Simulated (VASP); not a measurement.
## ZnS: single point with PBEsol

ZnS:

```
Zn S
1.0
     3.64997    0.00000    0.00000
    -1.82499    3.16097    0.00000
     0.00000    0.00000    6.02047
Zn S
2 2
Cartesian
  0.0000 2.1073 0.0073
  1.8250 1.0537 3.0176
  0.0000 2.1073 2.2504
  1.8250 1.0537 5.2606
```

```
Program             : VASP 6.6.1
Task                : single point
Functional          : PBEsol
Potentials or basis : VASP PAW PBE potentials, release 64 (Zn, S)
Cutoff              : 520 eV
k mesh              : 12 × 12 × 6
Occupations         : gaussian, width 0.02 eV
Spin                : no spin polarisation
```

```
Pressure               : 10.3 GPa
Largest force          : 0.005 eV/Å
Band gap on the k mesh : 2.61 eV
```

Forces in eV/Å, atoms in the order of the input:
```
Zn   0.000  0.000  0.005
Zn   0.000  0.000  0.005
S    0.000  0.000 -0.005
S    0.000  0.000 -0.005
```

Levels at points of the mesh, in eV from the valence-band top:
| k point | band 15 | band 16 | band 17 | band 18 | band 19 | band 20 | band 21 | band 22 |
| --- | --- | --- | --- | --- | --- | --- | --- | --- |
| (0.00, 0.00, 0.00) | -1.10 | -0.14 | 0.00 | 0.00 | 2.61 | 3.23 | 6.12 | 6.12 |
| (0.50, 0.00, 0.00) | -3.97 | -2.74 | -2.15 | -1.09 | 3.39 | 4.41 | 4.82 | 6.68 |
| (0.00, 0.00, 0.50) | -0.58 | -0.58 | -0.58 | -0.58 | 3.79 | 3.79 | 6.61 | 6.61 |
| (0.50, 0.00, 0.50) | -2.02 | -2.02 | -1.98 | -1.98 | 3.36 | 3.36 | 4.99 | 4.99 |

Run time: 2.2 min on 1 thread of Intel(R) Xeon(R) Platinum 8259CL CPU @ 2.50GHz (Skylake/Cascade Lake) (shared host), peak memory 0.25 GiB.

Caveat: the cell stands under pressure; the PAW data sets were made with another functional, which shifts forces and pressure a little. A k mesh can miss the band edges.
